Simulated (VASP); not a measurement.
# AgCl (P6_3/mmc) in VASP: a series of runs

The runs below take AgCl through single point, with PBE.

Program: VASP 6.6.1. These are calculated values, not measurements. Logs are shortened: lines on timing, memory, paths and dates and some standing lists are left out, and cuts for length are marked.

## Step 1: The cell of the first run

The structure is hexagonal, space group P6_3/mmc (No. 194). Conventional cell: a = 3.991 Å, b = 3.991 Å, c = 6.073 Å, α = 90.00°, β = 90.00°, γ = 120.00°. Within 3.6 Å of Ag (site symmetry -3m) lie 6 Cl at 2.76 Å and 2 Ag at 3.04 Å. Within 3.6 Å of Cl (site symmetry -6m2) lie 6 Ag at 2.76 Å.

## Step 2: Single point, PBE (volume changed by -6%)

Input file INCAR:

```
PREC = Accurate ; ENCUT = 520
EDIFF = 1E-6 ; ISMEAR = 0
SIGMA = 0.01 ; LREAL = False
LASPH = True ; NELM = 80
ALGO = Normal ; ISIF = 2
LWAVE = False ; LCHARG = False
GGA = PE ; NBANDS = 26
```

Input file KPOINTS:

```
regular mesh
0
Gamma
  6 6 4
```

Input file POSCAR:

```
AgCl
1.0
    3.9907725160      0.0000000000      0.0000000000
   -1.9953862580      3.4561103796      0.0000000000
    0.0000000000      0.0000000000      6.0732723695
Ag Cl
2 2
Direct
    0.0000000000      0.0000000000      0.0000000000
    0.0000000000      0.0000000000      0.5000000000
    0.3333333333      0.6666666667      0.2500000000
    0.6666666667      0.3333333333      0.7500000000
```

Potentials or basis: VASP PAW PBE potentials, release 64 (Ag, Cl).

Command:

```console
$ cat potpaw_PBE.64/Ag/POTCAR potpaw_PBE.64/Cl/POTCAR > POTCAR
$ mpirun -np 1 vasp_std > vasp.out
```

OUTCAR:

```text
PREC = Accurate
   ENCUT = 520
   EDIFF = 1E-6
   ISMEAR = 0
   LREAL = False
   LASPH = True
   NELM = 80
   ISIF = 2
   GGA = PE

 ion  position               nearest neighbor table
   1  0.000  0.000  0.000-   3 2.76   4 2.76   4 2.76   3 2.76   4 2.76   3 2.76   2 3.04   2 3.04

   2  0.000  0.000  0.500-   3 2.76   4 2.76   4 2.76   3 2.76   4 2.76   3 2.76   1 3.04   1 3.04

   3  0.333  0.667  0.250-   1 2.76   2 2.76   1 2.76   2 2.76   1 2.76   2 2.76
   4  0.667  0.333  0.750-   1 2.76   2 2.76   1 2.76   2 2.76   1 2.76   2 2.76

  LATTYP: Found a hexagonal cell.
 ALAT       =     3.9907725160
 C/A-ratio  =     1.5218287550

  Lattice vectors:

 A1 = (   3.9907725160,   0.0000000000,   0.0000000000)
 A2 = (  -1.9953862580,   3.4561103796,   0.0000000000)
 A3 = (   0.0000000000,   0.0000000000,   6.0732723695)

Analysis of symmetry for initial positions (statically):
=====================================================================
 Subroutine PRICEL returns:
 Original cell was already a primitive cell.

 Routine SETGRP: Setting up the symmetry group for a
 hexagonal supercell.

 Subroutine GETGRP returns: Found 24 space group operations
 (whereof 12 operations were pure point group operations)
 out of a pool of 24 trial point group operations.

The static configuration has the point symmetry D_3d.
 The point group associated with its full space group is D_6h.

Analysis of symmetry for dynamics (positions and initial velocities):
=====================================================================
 Subroutine PRICEL returns:
 Original cell was already a primitive cell.

 Routine SETGRP: Setting up the symmetry group for a
 hexagonal supercell.

 Subroutine GETGRP returns: Found 24 space group operations
 (whereof 12 operations were pure point group operations)
 out of a pool of 24 trial point group operations.

The dynamic configuration has the point symmetry D_3d.
 The point group associated with its full space group is D_6h.

 Subroutine INISYM returns: Found 24 space group operations
 (whereof 12 operations are pure point group operations),
 and found     1 'primitive' translations

----------------------------------------------------------------------------------------

                                     Primitive cell

  volume of cell :      83.7659

  direct lattice vectors                    reciprocal lattice vectors
     3.990772516  0.000000000  0.000000000     0.250578051  0.144671305  0.000000000
    -1.995386258  3.456110380  0.000000000     0.000000000  0.289342611  0.000000000
     0.000000000  0.000000000  6.073272369     0.000000000  0.000000000  0.164655879

  length of vectors
     3.990772516  3.990772516  6.073272369     0.289342611  0.289342611  0.164655879

  position of ions in fractional coordinates (direct lattice)
     0.000000000  0.000000000  0.000000000
     0.000000000  0.000000000  0.500000000
     0.333333333  0.666666667  0.250000000
     0.666666667  0.333333333  0.750000000

  ion indices of the primitive-cell ions
   primitive index   ion index
                 1           1
                 2           2
                 3           3
                 4           4

----------------------------------------------------------------------------------------

 KPOINTS: regular mesh

Automatic generation of k-mesh.
 Grid dimensions read from file:
 generate k-points for:    6    6    4

 Generating k-lattice:

  Cartesian coordinates                     Fractional coordinates (reciprocal lattice)
     0.041763009  0.024111884  0.000000000     0.166666667  0.000000000  0.000000000
     0.000000000  0.048223768  0.000000000     0.000000000  0.166666667  0.000000000
     0.000000000  0.000000000  0.041163970     0.000000000  0.000000000  0.250000000

  Length of vectors
     0.048223768  0.048223768  0.041163970

  Shift w.r.t. Gamma in fractional coordinates (k-lattice)
     0.000000000  0.000000000  0.000000000

 Subroutine IBZKPT returns following result:
 ===========================================

 Found     21 irreducible k-points:

 Following reciprocal coordinates:
            Coordinates               Weight
  0.000000  0.000000  0.000000      1.000000
  0.166667  0.000000  0.000000      6.000000
  0.333333  0.000000  0.000000      6.000000
  0.500000  0.000000  0.000000      3.000000
  0.166667  0.166667  0.000000      6.000000
  0.333333  0.166667  0.000000     12.000000
[... 13 lines left out ...]
  0.333333  0.166667  0.500000     12.000000
  0.333333  0.333333  0.500000      2.000000
   k-points           NKPTS =     21   k-points in BZ     NKDIM =     21   number of bands    NBANDS=     26
   number of dos      NEDOS =    301   number of ions     NIONS =      4
   total plane-waves  NPLWV =  43200
   dimension x,y,z NGX =    30 NGY =   30 NGZ =   48
   dimension x,y,z NGXF=    60 NGYF=   60 NGZF=   96
   ions per type =               2   2
   NGX,Y,Z   is equivalent  to a cutoff of  12.50, 12.50, 13.14 a.u.
   NGXF,Y,Z  is equivalent  to a cutoff of  24.99, 24.99, 26.28 a.u.
 SYSTEM =  unknown system
   PREC   = accura    normal or accurate (medium, high low for compatibility)
   ISTART =      0    job   : 0-new  1-cont  2-samecut
   ICHARG =      2    charge: 1-file 2-atom 10-const
   ISPIN  =      1    spin polarized calculation?
   LNONCOLLINEAR =      F non collinear calculations
   LSORBIT =      F    spin-orbit coupling
   LASPH  =      T    aspherical Exc in radial PAW
   ENCUT  =  520.0 eV  38.22 Ry    6.18 a.u.   7.42  7.42 11.29*2*pi/ulx,y,z
   NELM   =     80;   NELMIN=  2; NELMDL= -5     # of ELM steps
   EDIFF  = 0.1E-05   stopping-criterion for ELM
   LREAL  =      F    real-space projection
   EDIFFG = 0.1E-04   stopping-criterion for IOM
   NSW    =      0    number of steps for IOM
   IBRION =     -1    ionic relax: 0-MD 1-quasi-New 2-CG
   NFREE  =      0    steps in history (QN), initial steepest desc. (CG)
   ISIF   =      2    stress and relaxation
   ISYM   =      2    0-nonsym 1-usesym 2-fastsym
   POTIM  = 0.5000    time-step for ionic-motion
   TEBEG  =    0.0;   TEEND  =   0.0 temperature during run
   PSTRESS=    0.0 pullay stress
   NELECT =      36.0000    total number of electrons
   NUPDOWN=      -1.0000    fix difference up-down
   EMIN   =  10.00;   EMAX   =-10.00  energy-range for DOS
   EFERMI =   0.00;   METHOD = LEGACY
   ISMEAR =     0;   SIGMA  =   0.01  broadening in eV -4-tet -1-fermi 0-gaus
   EFERMI_NEDOS =   21; number of points for ismear=-14 and -15
   IALGO  =     38    algorithm
   IMIX   =      4    mixing-type and parameters
     AMIX     =   0.40;   BMIX     =  1.00
     AMIX_MAG =   1.60;   BMIX_MAG =  1.00
  volume/ion in A,a.u.               =      20.94       141.32
  Fermi-wavevector in a.u.,A,eV,Ry     =   1.235435  2.334634 20.766566  1.526300
  Thomas-Fermi vector in A             =   2.370085
   LORBIT       =      0    0 simple, 1 ext, 2 COOP (PROOUT), +10 PAW based schemes
   GGA     = PE    functional components
   LHFCALC =     F    Hartree Fock is set to
   AEXX    =    0.0000 exact exchange contribution
   IVDW    =     0    specifies the selected vdW correction
   LEPSILON=     F    determine dielectric tensor
   LRPA    =     F    only Hartree local field effects (RPA)
 non-spin polarized calculation
 Gauss-broadening in eV      SIGMA  =   0.01
  energy-cutoff  :      520.00
  volume of cell :       83.77
 maximum number of plane-waves:      2278
 NGX is ok and might be reduce to    30
   NGX = 15   NGY = 15   NGZ = 23

 number of electron      35.9999993 magnetization

 Free energy of the ion-electron system (eV)
  ---------------------------------------------------
  ext. energy  EPLUGINS =         0.00000000
  ---------------------------------------------------
  free energy    TOTEN  =       -10.75106155 eV

  energy without entropy =      -10.75106155  energy(sigma->0) =      -10.75106155

 E-fermi :   4.0201     XC(G=0): -10.0214

 val. band max:        3.9346816613   @ k =   0.0000   0.0000   0.0000
 cond. band min:       4.8438367836   @ k =   0.0000   0.0000   0.0000
 fundamental gap:      0.9091551223
 Fermi energy:         4.0201326207

 k-point     1 :       0.0000    0.0000    0.0000
  band No.  band energies     occupation
      1     -11.2145      2.00000
      2     -10.6785      2.00000
      3      -1.2361      2.00000
      4      -0.4922      2.00000
      5      -0.4922      2.00000
      6       0.5797      2.00000
[... 18 lines left out ...]
     25      14.8712      0.00000
     26      15.2844      0.00000

 k-point     2 :       0.1667    0.0000    0.0000
  band No.  band energies     occupation
      1     -11.1233      2.00000
      2     -10.6771      2.00000
      3      -0.9828      2.00000
      4      -0.4546      2.00000
      5      -0.3999      2.00000
      6       0.1588      2.00000
[... 18 lines left out ...]
     25      13.4593      0.00000
     26      13.6983      0.00000

 k-point     3 :       0.3333    0.0000    0.0000
  band No.  band energies     occupation
      1     -10.9192      2.00000
      2     -10.6858      2.00000
      3      -0.9149      2.00000
      4      -0.4317      2.00000
      5      -0.4134      2.00000
      6      -0.1421      2.00000
[... 18 lines left out ...]
     25      12.6923      0.00000
     26      14.0027      0.00000

 k-point     4 :       0.5000    0.0000    0.0000
  band No.  band energies     occupation
      1     -10.7682      2.00000
      2     -10.7334      2.00000
      3      -1.3671      2.00000
      4      -0.4555      2.00000
      5      -0.2573      2.00000
      6       0.0690      2.00000
[... 18 lines left out ...]
     25      12.4858      0.00000
     26      15.2456      0.00000
[... 409 lines left out ...]
      1     -10.8299      2.00000
      2     -10.8299      2.00000
      3      -0.7719      2.00000
      4      -0.7719      2.00000
      5      -0.0663      2.00000
      6      -0.0663      2.00000
[... 18 lines left out ...]
     25      13.5141      0.00000
     26      13.5141      0.00000

 k-point    20 :       0.3333    0.1667    0.5000
  band No.  band energies     occupation
      1     -10.7496      2.00000
      2     -10.7496      2.00000
      3      -0.8136      2.00000
      4      -0.8136      2.00000
      5      -0.1792      2.00000
      6      -0.1792      2.00000
[... 18 lines left out ...]
     25      13.4055      0.00000
     26      13.4055      0.00000

 k-point    21 :       0.3333    0.3333    0.5000
  band No.  band energies     occupation
      1     -10.7229      2.00000
      2     -10.7229      2.00000
      3      -0.5784      2.00000
      4      -0.5784      2.00000
      5      -0.3176      2.00000
      6      -0.3176      2.00000
[... 18 lines left out ...]
     25      13.4166      0.00000
     26      13.4166      0.00000

------------------------ aborting loop because EDIFF is reached ----------------------------------------

  FORCE on cell =-STRESS in cart. coord.  units (eV):
  Direction    XX          YY          ZZ          XY          YZ          ZX
  --------------------------------------------------------------------------------------
  -------------------------------------------------------------------------------------
  Total        1.6002510      1.6002510      1.5672805      0.0000000      0.0000000      0.0000000
  in kB       30.6077473     30.6077473     29.9771251      0.0000000      0.0000000      0.0000000
  external PRESSURE =      30.3975399 kB  Pullay stress =       0.0000000 kB

 VOLUME and BASIS-vectors are now :
 -----------------------------------------------------------------------------
  energy-cutoff  :      520.00
  volume of cell :       83.77
      direct lattice vectors                 reciprocal lattice vectors
     3.990772516  0.000000000  0.000000000     0.250578051  0.144671305  0.000000000
    -1.995386258  3.456110380  0.000000000     0.000000000  0.289342611  0.000000000
     0.000000000  0.000000000  6.073272369     0.000000000  0.000000000  0.164655879

 POSITION                                       TOTAL-FORCE (eV/Angst)
 -----------------------------------------------------------------------------------
      0.00000      0.00000      0.00000        -0.000000     -0.000000      0.000000
      0.00000      0.00000      3.03664        -0.000000     -0.000000      0.000000
     -0.00000      2.30407      1.51832         0.000000     -0.000000      0.000000
      1.99539      1.15204      4.55495        -0.000000      0.000000     -0.000000
 -----------------------------------------------------------------------------------
    total drift:                               -0.000000      0.000000     -0.000000

  FREE ENERGIE OF THE ION-ELECTRON SYSTEM (eV)
  ---------------------------------------------------
  free  energy   TOTEN  =       -10.7510615502 eV

  energy  without entropy=      -10.7510615502  energy(sigma->0) =      -10.75106155
```

Run time: 16 s. Hardware: 1 thread of Intel Xeon 6975P-C (Granite Rapids), shared host; peak memory 0.21 GiB.

What came out:

```yaml
Free_energy: -10.7511 eV
Pressure: 3.0 GPa
Band_gap_on_the_k_mesh: 0.91 eV, direct
```

Caveat: the cell differs from its parent crystal (volume changed by -6%).

## Step 3: Single point, PBE (volume changed by -3%)

Input file INCAR:

```
SYSTEM = AgCl
  PREC = Accurate
  ENCUT = 520
  EDIFF = 1E-6
  ISMEAR = 0
  SIGMA = 0.01
  LREAL = .FALSE.
  LASPH = .TRUE.
  NELM = 100
  ALGO = Normal
  ISIF = 2
  LWAVE = .FALSE.
  LCHARG = .FALSE.
  GGA = PE
  NBANDS = 26
```

Input file KPOINTS:

```
Automatic mesh
0
G
  6 6 4
  0 0 0
```

Input file POSCAR:

```
AgCl
1.0
    4.0327837350      0.0000000000      0.0000000000
   -2.0163918675      3.4924931625      0.0000000000
    0.0000000000      0.0000000000      6.1372062506
Ag Cl
2 2
Direct
    0.0000000000      0.0000000000      0.0000000000
    0.0000000000      0.0000000000      0.5000000000
    0.3333333333      0.6666666667      0.2500000000
    0.6666666667      0.3333333333      0.7500000000
```

Potentials or basis: VASP PAW PBE potentials, release 64 (Ag, Cl).

Command:

```console
$ cat potpaw_PBE.64/Ag/POTCAR potpaw_PBE.64/Cl/POTCAR > POTCAR
$ mpirun -np 1 vasp_std > vasp.out
```

It took 17 s on 1 thread of Intel Xeon 6975P-C (Granite Rapids), shared host; peak memory 0.21 GiB.

It converged, with:

| Property | Result |
| --- | --- |
| Free energy | -10.7878 eV |
| Pressure | 1.3 GPa |
| Band gap on the k mesh | 0.91 eV, direct |

Levels at points of the mesh, in eV from the valence-band top:
| k point | band 14 | band 15 | band 16 | band 17 | band 18 | band 19 | band 20 | band 21 | band 22 | band 23 |
| --- | --- | --- | --- | --- | --- | --- | --- | --- | --- | --- |
| (0.00, 0.00, 0.00) | -1.86 | -1.86 | -1.00 | 0.00 | 0.00 | 0.91 | 4.07 | 7.24 | 7.81 | 7.81 |
| (0.50, 0.00, 0.00) | -1.87 | -1.84 | -1.62 | -0.24 | -0.04 | 4.45 | 4.62 | 4.83 | 7.72 | 7.73 |
| (0.00, 0.00, 0.50) | -2.07 | -0.67 | -0.67 | -0.67 | -0.67 | 2.91 | 2.91 | 8.39 | 8.39 | 8.62 |
| (0.50, 0.00, 0.50) | -1.91 | -0.90 | -0.90 | -0.85 | -0.85 | 3.50 | 3.50 | 7.86 | 7.86 | 8.33 |

Caveat: the cell differs from its parent crystal (volume changed by -3%).

## Step 4: Single point, PBE

This run uses another cell than the first one, of 22.28 Å³/atom, 1.064 times its volume.

Input file INCAR:

```
SYSTEM = AgCl
ALGO = Normal ; EDIFF = 1E-6
ENCUT = 520 ; GGA = PE
ISIF = 2 ; ISMEAR = 0
LASPH = .TRUE. ; LCHARG = .TRUE.
LELF = .TRUE. ; LREAL = .FALSE.
LVHAR = .TRUE. ; LWAVE = .FALSE.
NBANDS = 26 ; NELM = 80
PREC = Accurate ; SIGMA = 0.01
```

Input file KPOINTS:

```
k-points
0
G
  6 6 4
  0 0 0
```

Input file POSCAR:

```
AgCl
1.0
    4.0739374318      0.0000000000      0.0000000000
   -2.0369687159      3.5281333094      0.0000000000
    0.0000000000      0.0000000000      6.1998351298
Ag Cl
2 2
Direct
    0.0000000000      0.0000000000      0.0000000000
    0.0000000000      0.0000000000      0.5000000000
    0.3333333333      0.6666666667      0.2500000000
    0.6666666667      0.3333333333      0.7500000000
```

Command:

```console
$ cat potpaw_PBE.64/Ag/POTCAR potpaw_PBE.64/Cl/POTCAR > POTCAR
$ mpirun -np 1 vasp_std > vasp.out
```

Run time: 17 s. Hardware: 1 thread of Intel Xeon 6975P-C (Granite Rapids), shared host; peak memory 0.2 GiB.

Results (log left out):

```yaml
Free_energy: -10.7984 eV
Pressure: -0.1 GPa
Band_gap_on_the_k_mesh: 0.91 eV, direct
```

Levels at points of the mesh, in eV from the valence-band top:
| k point | band 16 | band 17 | band 18 | band 19 | band 20 | band 21 |
| --- | --- | --- | --- | --- | --- | --- |
| (0.00, 0.00, 0.00) | -0.97 | 0.00 | 0.00 | 0.91 | 4.14 | 7.06 |
| (0.50, 0.00, 0.00) | -1.56 | -0.23 | -0.04 | 4.38 | 4.59 | 4.88 |
| (0.00, 0.00, 0.50) | -0.63 | -0.63 | -0.63 | 2.87 | 2.87 | 8.40 |
| (0.50, 0.00, 0.50) | -0.86 | -0.82 | -0.82 | 3.51 | 3.51 | 7.77 |

## Step 5: Single point, PBE (volume changed by +3%)

Input file INCAR:

```
SYSTEM = AgCl
  ALGO = Normal
  EDIFF = 1E-6
  ENCUT = 520
  GGA = PE
  ISIF = 2
  ISMEAR = 0
  LASPH = .TRUE.
  LCHARG = .TRUE.
  LELF = .TRUE.
  LREAL = .FALSE.
  LVHAR = .TRUE.
  LWAVE = .FALSE.
  NBANDS = 26
  NELM = 80
  PREC = Accurate
  SIGMA = 0.01
```

KPOINTS is that of step 4.

Input file POSCAR:

```
AgCl
1.0
    4.1142760694      0.0000000000      0.0000000000
   -2.0571380347      3.5630675943      0.0000000000
    0.0000000000      0.0000000000      6.2612236284
Ag Cl
2 2
Direct
    0.0000000000      0.0000000000      0.0000000000
    0.0000000000      0.0000000000      0.5000000000
    0.3333333333      0.6666666667      0.2500000000
    0.6666666667      0.3333333333      0.7500000000
```

Command:

```console
$ cat potpaw_PBE.64/Ag/POTCAR potpaw_PBE.64/Cl/POTCAR > POTCAR
$ mpirun -np 1 vasp_std > vasp.out
```

Wall time 16 s (1 thread of Intel Xeon 6975P-C (Granite Rapids), shared host); peak memory 0.22 GiB.

Results (log left out):

```
Free energy            : -10.7872 eV
Pressure               : -1.3 GPa
Band gap on the k mesh : 0.91 eV, direct
```

Levels at points of the mesh, in eV from the valence-band top:
```csv
k point,band 14,band 15,band 16,band 17,band 18,band 19,band 20,band 21,band 22,band 23
"(0.00, 0.00, 0.00)",-1.72,-1.72,-0.95,0.00,0.00,0.91,4.20,6.89,7.90,7.90
"(0.50, 0.00, 0.00)",-1.73,-1.72,-1.50,-0.22,-0.04,4.31,4.56,4.93,7.60,7.83
"(0.00, 0.00, 0.50)",-1.89,-0.60,-0.60,-0.60,-0.60,2.83,2.83,8.40,8.40,8.65
"(0.50, 0.00, 0.50)",-1.76,-0.81,-0.81,-0.79,-0.79,3.52,3.52,7.69,7.69,8.37
```

Caveat: the cell differs from its parent crystal (volume changed by +3%).

(Part 1 of 2 ends here.)
